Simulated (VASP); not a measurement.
A run of VASP 6.6.1 is set up as follows.

The input INCAR:

```
SYSTEM = Si
ALGO     = Normal         ! electronic algorithm
EDIFF    = 1E-7           ! SCF threshold, eV
ENCUT    = 520            ! plane-wave cutoff, eV
ISIF     = 2              ! what is computed and relaxed
ISMEAR   = -1             ! smearing method
LASPH    = .TRUE.         ! aspherical terms in the spheres
LCHARG   = .FALSE.        ! write CHGCAR
LREAL    = .FALSE.        ! projectors in reciprocal space
LWAVE    = .FALSE.        ! write WAVECAR
NBANDS   = 8              ! bands
NELM     = 80             ! most SCF steps
PREC     = Accurate       ! precision mode
SIGMA    = 0.1            ! smearing width, eV
```

The input KPOINTS:

```
k-points
0
G
  13 13 12
  0 0 0
```

Contents of POSCAR:

```
Si
1.0
    2.4928471647      0.0000000000      0.0000000000
   -1.2464235824      2.1588689770      0.0000000000
    0.0000000000      0.0000000000      2.3409285010
Si
1
Direct
    0.0000000000      0.0000000000      0.0000000000
```

Potentials or basis: VASP PAW LDA potentials, release 64 (Si).

Command:

```sh
$ cat potpaw_LDA.64/Si/POTCAR > POTCAR
$ mpirun -np 1 vasp_std > vasp.out
```

Q: Predict the pressure.

A: 23.4 GPa.

Q: Estimate the band gap on the k mesh.

A: Zero (band 2 reaches 19.42 eV, above the bottom of band 3 at 7.23 eV).

Stress tensor (GPa, compression positive):
```
20.78  0.00  0.00
 0.00 20.78  0.00
 0.00  0.00 28.68
```
